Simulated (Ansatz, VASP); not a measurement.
## FeMo3: VASP beside Ansatz

INCAR

```
  PREC = Accurate
  ENCUT = 520
  EDIFF = 1E-6
  ISMEAR = 0
  SIGMA = 0.1
  LREAL = False
  LASPH = True
  NELM = 150
  ALGO = Normal
  ISIF = 2
  LWAVE = False
  LCHARG = False
  ISPIN = 2
  MAGMOM = 4 0 0 0
  LORBIT = 11
  LMAXMIX = 4
  GGA = PE
  NBANDS = 37
```

The input KPOINTS:

```
Automatic mesh
0
Gamma
  6 6 6
```

File POSCAR:

```
FeMo3
1.0
    3.7755140398      0.0000000000      0.0000000000
    0.0000000000      3.7755140398      0.0000000000
    0.0000000000      0.0000000000      3.7755140398
Fe Mo
1 3
Direct
    0.0000000000      0.0000000000      0.0000000000
    0.0000000000      0.5000000000      0.5000000000
    0.5000000000      0.0000000000      0.5000000000
    0.5000000000      0.5000000000      0.0000000000
```

Input for Ansatz:

```yaml
crystal:
  lattice:
    - [3.7755140398, 0.0, 0.0]
    - [0.0, 3.7755140398, 0.0]
    - [0.0, 0.0, 3.7755140398]
  atoms:
    - { symbol: Fe, position: [0.0, 0.0, 0.0], spin: 4.0 }
    - { symbol: Mo, position: [0.0, 0.5, 0.5] }
    - { symbol: Mo, position: [0.5, 0.0, 0.5] }
    - { symbol: Mo, position: [0.5, 0.5, 0.0] }
basis:
  ecutwfc: 420
kpoints:
  mp_grid: { grid: [6, 6, 6] }
hamiltonian:
  xc: pbe
scf:
  occupations: { method: gaussian, width: 0.1 }
  lower_state_search: "off"
output:
  forces: true
  stress: true
  eigenvalues: true
  populations: true
magnetization:
  spin_polarized: true
```

Alike in both runs: task single point; functional PBE; k mesh 6 × 6 × 6; occupations gaussian, width 0.1 eV; collinear spin.

|  | VASP | Ansatz |
| --- | --- | --- |
| version | VASP 6.6.1 | Ansatz 0.2.0 |
| potentials or method | VASP PAW PBE potentials, release 64 (Fe, Mo_sv), cutoff 520 eV | scalar-relativistic, plane waves, PAW |
| valence electrons in the cell | 50 | 58 |

|  | VASP | Ansatz | Ansatz less VASP |
| --- | --- | --- | --- |
| gap on the k mesh at the Fermi level (eV) | none | none | - |
| pressure (GPa) | 23.7 | 24.8 | +1.08 |
| net moment per atom (μB) | 0.10 | 0.26 | +0.153 |
| size of the moment on the site where the two differ most (μB) | 0.59 | 1.28 | +0.694 |

The net moments are unlike, so the other rows may belong to different states. Site moments also hang on the region over which each program counts them. A gap of «none» marks a metal or a gap that the smearing closes. VASP's potentials hold 50 valence electrons a cell and Ansatz's 58, so a difference there can come from the potentials and not from the codes.
